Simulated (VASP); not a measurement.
# GeIrRu3: single point with PBE

GeIrRu3:

```
Ge Ru Ir
1.0
     4.41972    0.00000    0.00000
     0.00000    4.41972    0.00000
     0.00000    0.00000    4.41972
Ge Ru Ir
1 3 1
Direct
  0.50000 0.50000 0.50000
  0.00000 0.50000 0.50000
  0.50000 0.00000 0.50000
  0.50000 0.50000 0.00000
  0.00000 0.00000 0.00000
```

The cell was generated, and may not be a known phase.

```
Program             : VASP 6.6.1
Task                : single point
Functional          : PBE
Potentials or basis : VASP PAW PBE potentials, release 64 (Ge_d, Ru_pv, Ir)
Cutoff              : 520 eV
k mesh              : 4 × 4 × 4
Occupations         : gaussian, width 0.1 eV
Spin                : no spin polarisation
```

```json
{
  "Pressure": "0.6 GPa",
  "Band gap on the k mesh": "zero (an odd number of electrons rules out a gap without spin polarisation)"
}
```

Levels at points of the mesh, in eV from the Fermi level:
```csv
k point,band 29,band 30,band 31,band 32,band 33,band 34,band 35,band 36
"(0.00, 0.00, 0.00)",-0.95,0.16,0.16,0.46,0.46,0.46,0.58,0.82
"(0.50, 0.00, 0.00)",-1.02,-1.01,-0.81,-0.81,-0.34,0.04,0.46,0.82
"(0.50, 0.50, 0.00)",-1.03,-0.92,-0.84,-0.73,-0.73,-0.34,0.97,1.35
"(0.50, 0.50, 0.50)",-0.03,-0.03,0.36,0.36,0.36,0.38,0.38,0.38
```

It took 61 s on 1 thread of Intel Xeon 8259CL (shared host), peak memory 0.22 GiB.

Caveat: spin-orbit coupling is left out, which moves the levels of the heavy elements.
